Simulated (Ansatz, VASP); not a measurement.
## Al3Cu2: VASP beside Ansatz

The input INCAR:

```
PREC = Accurate
ENCUT = 520
EDIFF = 1E-7
ISMEAR = 0
SIGMA = 0.1
LREAL = F
LASPH = T
NELM = 80
ALGO = Normal
ISIF = 2
LWAVE = F
LCHARG = F
GGA = PS
NBANDS = 24
```

KPOINTS

```
regular mesh
0
Gamma
  6 6 4
```

File POSCAR:

```
Al3Cu2
1.0
    4.0919516368      0.0000000000      0.0000000000
   -2.0459758184      3.5437340685      0.0000000000
    0.0000000000      0.0000000000      4.9927787000
Al Cu
3 2
Direct
    0.0000000000      0.0000000000      0.0000000000
    0.3333333333      0.6666666667      0.3499253500
    0.6666666667      0.3333333333      0.6500746500
    0.3333333333      0.6666666667      0.8395121300
    0.6666666667      0.3333333333      0.1604878700
```

Input for Ansatz:

```yaml
crystal:
  lattice:
    - [4.0919516368, 0.0, 0.0]
    - [-2.0459758184, 3.5437340685, 0.0]
    - [0.0, 0.0, 4.9927787]
  atoms:
    - { symbol: Al, position: [0.0, 0.0, 0.0] }
    - { symbol: Al, position: [0.3333333333, 0.6666666667, 0.34992535] }
    - { symbol: Al, position: [0.6666666667, 0.3333333333, 0.65007465] }
    - { symbol: Cu, position: [0.3333333333, 0.6666666667, 0.83951213] }
    - { symbol: Cu, position: [0.6666666667, 0.3333333333, 0.16048787] }
basis:
  ecutwfc: 420
kpoints:
  mp_grid: { grid: [6, 6, 4] }
hamiltonian:
  xc: pbesol
scf:
  occupations: { method: gaussian, width: 0.1 }
output:
  forces: true
  stress: true
  eigenvalues: true
```

Alike in both runs: task single point; functional PBEsol; k mesh 6 × 6 × 4; occupations gaussian, width 0.1 eV; no spin polarisation.

|  | VASP | Ansatz |
| --- | --- | --- |
| version | VASP 6.6.1 | Ansatz 0.2.0 |
| potentials or method | VASP PAW PBE potentials, release 64 (Al, Cu), cutoff 520 eV | scalar-relativistic, plane waves, PAW |
| valence electrons in the cell | 31 | 47 |

VASP gave:

```
gap on the k mesh at the Fermi level (eV)                     : none
pressure (GPa)                                                : 0.5
traceless stress, the component that is largest in VASP (GPa) : 0.90
rms of the force components (eV/Å)                            : 0.027
```

**Question.** Which values does Ansatz return?

**Answer.** gap on the k mesh at the Fermi level (eV): none; pressure (GPa): 0.1; traceless stress, the component that is largest in VASP (GPa): 0.85; rms of the force components (eV/Å): 0.028.

VASP's potentials were made for PBE, not for PBEsol. Atom by atom the forces differ by 0.003 eV/Å (rms over components). A gap of «none» marks a metal or a gap that the smearing closes. The functional is the same, so the differences come from potentials, cutoffs and numerics. VASP's potentials hold 31 valence electrons a cell and Ansatz's 47, so a difference there can come from the potentials and not from the codes.
